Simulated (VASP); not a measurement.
Crystal: ScAl3P2.

```xyz
6
Lattice="4.5813 0.0000 0.0000 0.0000 4.5813 0.0000 0.0000 0.0000 5.8768" Properties=species:S:1:pos:R:3 pbc="T T T"
Sc    0.0000    0.0000    0.0000
Al    2.2907    0.0000    2.9384
Al    0.0000    2.2907    2.9384
Al    0.0000    0.0000    2.9384
P     2.2907    2.2907    0.9085
P     2.2907    2.2907    4.9683
```

The cell was built from a structure type or drawn by symmetry, and may not be a known phase.

- Program: VASP 6.6.1
- Task: relaxation of cell and atoms
- Functional: PBE
- Potentials or basis: VASP PAW PBE potentials, release 64 (Sc_sv, Al, P)
- Cutoff: 600 eV
- k mesh: 4 × 4 × 4
- Occupations: gaussian, width 0.1 eV
- Spin: no spin polarisation

At the start: pressure 9.3 GPa; volume 20.56 Å³/atom.

Task: Where does the relaxation end?

Result: Over 20 steps the energy falls by 296.5 meV/atom and the volume is 20.85 Å³/atom (+1.4 %); space group P4/mmm (No. 123, to 0.1 Å) before and after.

Step by step:
| step | energy change (eV) | largest force (eV/Å) | pressure (GPa) | volume (Å³) |
| --- | --- | --- | --- | --- |
| 1 | 0.0000 | 8.9302 | 9.27 | 123.35 |
| 2 | -0.0791 | 0.7730 | -5.35 | 145.68 |
| 3 | -0.4027 | 1.0057 | -4.77 | 141.66 |
| 4 | -0.6872 | 1.0914 | -4.03 | 138.27 |
| 5 | -1.1502 | 0.0465 | -0.87 | 130.68 |
| 6 | -1.1500 | 0.8044 | 0.69 | 128.64 |
| 7 | -1.1617 | 0.2990 | -0.19 | 129.72 |
| 8 | -1.3880 | 0.3479 | -0.61 | 129.97 |
| 9 | -1.6654 | 0.8491 | -0.91 | 129.77 |
| 10 | -0.3476 | 2.8035 | 3.40 | 126.30 |
| 11 | -1.6555 | 1.4718 | -0.47 | 129.61 |
| 12 | -1.6614 | 1.6063 | -0.36 | 129.40 |
| 13 | -1.7301 | 0.2620 | -1.36 | 129.12 |
| 14 | -1.7312 | 0.4001 | -1.27 | 129.16 |
| 15 | -1.7694 | 0.1702 | -0.79 | 127.31 |
| 16 | -1.7772 | 0.0192 | -0.39 | 126.09 |
| 17 | -1.7772 | 0.0117 | -0.37 | 126.03 |
| 18 | -1.7785 | 0.0530 | -0.08 | 125.40 |
| 19 | -1.7786 | 0.0686 | 0.03 | 125.17 |
| 20 | -1.7788 | 0.0318 | 0.03 | 125.12 |

Final structure:
```yaml
crystal:
  lattice:
    - [4.89345, 0.00000, 0.00000]
    - [0.00000, 4.89345, 0.00000]
    - [0.00000, 0.00000, 5.22530]
  atoms:
    - { symbol: Sc, position: [0.00000, 0.00000, 0.00000] }
    - { symbol: Al, position: [0.50000, 0.00000, 0.50000] }
    - { symbol: Al, position: [0.00000, 0.50000, 0.50000] }
    - { symbol: Al, position: [0.00000, 0.00000, 0.50000] }
    - { symbol: P, position: [0.50000, 0.50000, 0.20876] }
    - { symbol: P, position: [0.50000, 0.50000, 0.79124] }
```
